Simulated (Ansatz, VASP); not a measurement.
**One calculation of MgO, two programs**

File INCAR:

```
PREC = Accurate ; ENCUT = 520
EDIFF = 1E-6 ; ISMEAR = 0
SIGMA = 0.05 ; LREAL = False
LASPH = True ; NELM = 80
ALGO = Normal ; ISIF = 2
LWAVE = False ; LCHARG = False
GGA = PE ; NBANDS = 11
```

Contents of KPOINTS:

```
regular mesh
0
Gamma
  10 10 10
```

The input POSCAR:

```
MgO
1.0
    0.0000000000      2.1007060737      2.2057413773
    2.1007060737      0.0000000000      2.2057413773
    2.1007060737      2.1007060737      0.0000000000
Mg O
1 1
Direct
    0.0000000000      0.0000000000      0.0000000000
    0.5000000000      0.5000000000      0.5000000000
```

Input for Ansatz:

```yaml
crystal:
  lattice:
    - [0.0, 2.1007060737, 2.2057413773]
    - [2.1007060737, 0.0, 2.2057413773]
    - [2.1007060737, 2.1007060737, 0.0]
  atoms:
    - { symbol: Mg, position: [0.0, 0.0, 0.0] }
    - { symbol: O, position: [0.5, 0.5, 0.5] }
basis:
  ecutwfc: 420
kpoints:
  mp_grid: { grid: [10, 10, 10] }
hamiltonian:
  xc: pbe
scf:
  occupations: { method: gaussian, width: 0.05 }
output:
  forces: true
  stress: true
  eigenvalues: true
```

Alike in both runs: task single point; functional PBE; k mesh 10 × 10 × 10; occupations gaussian, width 0.05 eV; no spin polarisation.

|  | VASP | Ansatz |
| --- | --- | --- |
| version | VASP 6.6.1 | Ansatz 0.2.0 |
| potentials or method | VASP PAW PBE potentials, release 64 (Mg, O), cutoff 520 eV | scalar-relativistic, plane waves, PAW |
| valence electrons in the cell | 8 | 16 |

```tsv
	VASP	Ansatz	Ansatz less VASP
gap on the k mesh at the Fermi level (eV)	4.26	4.28	+0.020
least direct gap on the mesh (eV)	4.26	4.28	+0.020
pressure (GPa)	-1.8	-1.0	+0.75
traceless stress, the component that is largest in VASP (GPa)	-4.97	-4.94	+0.022
```

VASP's potentials hold 8 valence electrons a cell and Ansatz's 16, so a difference there can come from the potentials and not from the codes.
